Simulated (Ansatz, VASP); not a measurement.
# In in VASP and in Ansatz

```
In
1.0
     1.66964    0.96397    8.20746
    -1.66964    0.96397    8.20746
     0.00000   -1.92793    8.20746
In
3
Direct
  0.22199 0.22199 0.22199
  0.77801 0.77801 0.77801
  0.00000 0.00000 0.00000
```

Alike in both runs: functional r2SCAN; k mesh 5 × 5 × 5; occupations fermi-dirac, width 0.05 eV; no spin polarisation.

|  | VASP | Ansatz |
| --- | --- | --- |
| version | VASP 6.6.1 | Ansatz 0.2.0 |
| potentials or method | VASP PAW PBE potentials, release 64 (In_d) | Ansatz PAW |
| plane-wave cutoff (eV) | 520 | 500 |
| valence electrons in the cell | 39 | 39 |
| task | single point | band structure |

|  | VASP | Ansatz | Ansatz less VASP |
| --- | --- | --- | --- |
| gap on the k mesh at the Fermi level (eV) | none | none | - |
| pressure (GPa) | 0.0 | 0.0 | -0.01 |
| traceless stress, the component that is largest in VASP (GPa) | 4.36 | 4.36 | -0.003 |
| rms of the force components (eV/Å) | 0.047 | 0.047 | -0.0003 |

VASP's potentials were made for PBE, not for r2SCAN. Atom by atom the forces differ by 0.000 eV/Å (rms over components). A gap of «none» marks a metal or a gap that the smearing closes.

The k mesh is coarse, so the values compare programs but aren't converged.
